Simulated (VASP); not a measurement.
Runs of VASP 6.6.1 on Sr. The structure is that of space group Fm-3m (No. 225), or close to it. The cells are those of the table. 

| level | cell | k mesh | cutoff (eV) | smearing | gap on the mesh (eV) | pressure (GPa) |
| --- | --- | --- | --- | --- | --- | --- |
| r2SCAN | a = 4.194 Å, angles 60.0°, 1 atom | 10 × 10 × 10 | 550 | fermi-dirac 0.1 eV | none | 1.2 |
| r2SCAN | a = 4.281 Å, angles 60.0°, 1 atom | 10 × 10 × 10 | 550 | fermi-dirac 0.1 eV | none | 0.3 |
| PBE | a = 4.350 Å, angles 60.0°, 1 atom | 31 × 31 × 31 | 520 | fermi-dirac 0.0612256 eV | none | (a) |
| PBE | a = 4.323 Å, angles 60.0°, 1 atom | 31 × 31 × 31 | 520 | fermi-dirac 0.0612256 eV | none | -0.4 |

Alike in all rows: task single point; potentials or basis VASP PAW PBE potentials, release 64 (Sr_sv); no spin polarisation.

Task: Estimate the missing entries.

Result: (a) -0.6.

Caveats: the PAW data sets were made with another functional, which shifts forces and pressure a little (at least some runs).

A k mesh can miss the band edges, and the runs leave out spin-orbit coupling on Sr.

A gap of «none» marks levels without a gap at the run's occupations.
